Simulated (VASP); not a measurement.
**P: single point with r2SCAN**

System: P, a slab with vacuum.

```
P
1.0
     3.28000    0.00000    0.00000
    -1.64000    2.84056    0.00000
     0.00000    0.00000   28.00000
P
2
Cartesian
  0.0000 1.8937 14.7865
  1.6400 0.9469 13.2135
```

```
Program                : VASP 6.6.1
Task                   : single point
Functional             : r2SCAN
Potentials or basis    : VASP PAW PBE potentials, release 64 (P)
Cutoff                 : 520 eV
k mesh                 : 9 × 9 × 1
Occupations            : gaussian, width 0.02 eV
Spin                   : no spin polarisation
Dipole correction      : yes
Further INCAR settings : ALGO = Normal; EDIFF = 1e-06; NBANDS = 12
```

| Property | Result |
| --- | --- |
| Largest force | 4.439 eV/Å |
| Band gap on the k mesh | zero (bands 5 and 6 overlap by 0.07 eV) |

Forces on the atoms (eV/Å):
```
P    0.000  0.000 -4.439
P    0.000  0.000  4.439
```

Levels at points of the mesh, in eV from the Fermi level:
```csv
k point,band 2,band 3,band 4,band 5,band 6,band 7,band 8,band 9
"(0.00, 0.00, 0.00)",-9.02,-2.93,0.03,0.03,2.98,3.07,3.07,4.34
```

Run time: 2.6 min on 1 thread of AMD EPYC 9R45 96-Core Processor (Zen 5), with other jobs on the host, peak memory 0.34 GiB.

Caveat: the PAW data sets were made with another functional, which shifts forces and pressure a little.
